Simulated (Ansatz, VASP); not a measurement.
**Ge: VASP beside Ansatz**

Contents of INCAR:

```
SYSTEM = Ge
PREC     = Accurate       ! precision mode
ENCUT    = 520            ! plane-wave cutoff, eV
EDIFF    = 1E-7           ! SCF threshold, eV
ISMEAR   = 0              ! smearing method
SIGMA    = 0.1            ! smearing width, eV
LREAL    = .False.        ! projectors in reciprocal space
LASPH    = .True.         ! aspherical terms in the spheres
NELM     = 100            ! most SCF steps
ALGO     = Normal         ! electronic algorithm
ISIF     = 2              ! what is computed and relaxed
LWAVE    = .False.        ! write WAVECAR
LCHARG   = .True.         ! write CHGCAR
LDIPOL   = .True.       
IDIPOL   = 3            
DIPOL    = 0.5 0.5 0.500
GGA      = CA             ! functional
LELF     = .True.         ! ELF
LVHAR    = .True.       
LVACPOTAV= .True.       
NBANDS   = 21             ! bands
```

The input KPOINTS:

```
Automatic mesh
0
Gamma
  12 12 1
  0 0 0
```

File POSCAR:

```
Ge
1.0
    3.7680000000      0.0000000000      0.0000000000
   -1.8840000000      3.2631837215      0.0000000000
    0.0000000000      0.0000000000     28.0000000000
Ge
2
Direct
    0.3333333333      0.6666666667      0.5000000000
    0.6666666667      0.3333333333      0.5000000000
```

Input for Ansatz:

```yaml
crystal:
  lattice:
    - [3.768, 0.0, 0.0]
    - [-1.884, 3.2631837215, 0.0]
    - [0.0, 0.0, 28.0]
  atoms:
    - { symbol: Ge, position: [0.3333333333, 0.6666666667, 0.5] }
    - { symbol: Ge, position: [0.6666666667, 0.3333333333, 0.5] }
  periodic: [true, true, false]
basis:
  ecutwfc: 420
kpoints:
  mp_grid: { grid: [12, 12, 1] }
hamiltonian:
  xc: lda
  pseudopotentials: { kind: paw, azcp: { folder: soft_1 } }
scf:
  occupations: { method: gaussian, width: 0.1 }
output:
  forces: true
  stress: true
  eigenvalues: true
```

Alike in both runs: task single point; functional LDA; k mesh 12 × 12 × 1; occupations gaussian, width 0.1 eV; no spin polarisation.

|  | VASP | Ansatz |
| --- | --- | --- |
| version | VASP 6.6.1 | Ansatz 0.2.0 |
| potentials or method | VASP PAW LDA potentials, release 64 (Ge_d), cutoff 520 eV | scalar-relativistic, plane waves, PAW |
| valence electrons in the cell | 28 | 28 |

```csv
,VASP,Ansatz,Ansatz less VASP
gap on the k mesh at the Fermi level (eV),none,none,-
"work function, face that differs most (eV)",4.51,4.50,-0.009
```

Ansatz warns that its potentials were made for another functional, while VASP's fit it. LDA's correlation is that of Perdew and Zunger in VASP and of Perdew and Wang (1992) in Ansatz. A gap of «none» marks a metal or a gap that the smearing closes.
